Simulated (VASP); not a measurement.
Write the native input for VASP 6.6.1 that does the following.

```yaml
Task: relaxation of shape and atoms at fixed volume
Functional: r2SCAN
Dispersion: D3(BJ)
Potentials_or_basis: VASP PAW PBE potentials, release 64 (B, N)
Cutoff: 660 eV
k_mesh: 10 × 10 × 4
Occupations: gaussian, width 0.05 eV
Spin: no spin polarisation
Dipole_correction: no
Further_INCAR_settings: ALGO = Normal; EDIFF = 1e-07; IBRION = 2; EDIFFG = -0.01; NSW = 60; ISIF = 4
```

The system is BN.

```xyz
4
Lattice="2.4596 0.0000 0.0000 -1.2298 2.1301 0.0000 0.0000 0.0000 6.2413" Properties=species:S:1:pos:R:3 pbc="T T T"
B     0.0000    1.4200    1.5603
B     1.2298    0.7100    4.6810
N     0.0000    1.4200    4.6810
N     1.2298    0.7100    1.5603
```

One way to write it, as run:

POSCAR

```
BN
1.0
    2.4595743178      0.0000000000      0.0000000000
   -1.2297871589      2.1300538417      0.0000000000
    0.0000000000      0.0000000000      6.2413480024
B N
2 2
Direct
    0.3333333333      0.6666666667      0.2500000000
    0.6666666667      0.3333333333      0.7500000000
    0.3333333333      0.6666666667      0.7500000000
    0.6666666667      0.3333333333      0.2500000000
```

INCAR.step1

```
SYSTEM = BN
PREC = Accurate ; ENCUT = 660
ISMEAR = 0 ; SIGMA = 0.05
LREAL = .False. ; LASPH = .True.
NELM = 120 ; GGA = PE
ALGO = Normal ; EDIFF = 1E-5
LWAVE = .True. ; LCHARG = .False.
GGA_COMPAT = .False. ; IBRION = 2
ISIF = 3 ; EDIFFG = -0.005
NELMIN = 4 ; NSW = 100
```

INCAR.step2

```
SYSTEM = BN
PREC = Accurate ; ENCUT = 660
EDIFF = 1E-7 ; ISMEAR = 0
SIGMA = 0.05 ; LREAL = .False.
LASPH = .True. ; NELM = 120
ALGO = Normal ; ISIF = 4
LWAVE = .False. ; LCHARG = .False.
METAGGA = R2SCAN ; LMIXTAU = .True.
IVDW = 12 ; VDW_S6 = 1.0
VDW_S8 = 0.78981345 ; VDW_A1 = 0.49484001
VDW_A2 = 5.73083694 ; IBRION = 2
NSW = 60 ; EDIFFG = -0.01
ISTART = 1 ; GGA_COMPAT = .False.
NELMIN = 4
```

KPOINTS

```
Automatic mesh
0
Gamma
  10 10 4
  0 0 0
```

Potentials or basis: VASP PAW PBE potentials, release 64 (B, N).

Command:

```sh
$ cat potpaw_PBE.64/B/POTCAR potpaw_PBE.64/N/POTCAR > POTCAR
$ cp INCAR.step1 INCAR
$ mpirun -np 1 vasp_std > vasp.out
$ cp INCAR.step2 INCAR
$ mpirun -np 1 vasp_std > vasp.out
```

Results of the run:

| Quantity | Value |
| --- | --- |
| Energy gained by relaxing | 12.1 meV/atom |
| Ionic steps | 3 |
| Pressure after relaxing | 3.9 GPa |
| Band gap on the k mesh | 4.75 eV (least direct gap 5.06 eV) |
| Dispersion energy per atom | -0.076 eV |

Caveat: the PAW data sets were made with another functional, which shifts forces and pressure a little.

Wall time 8.9 min on 1 thread of Intel Xeon 8259CL (shared host), peak memory 0.2 GiB.
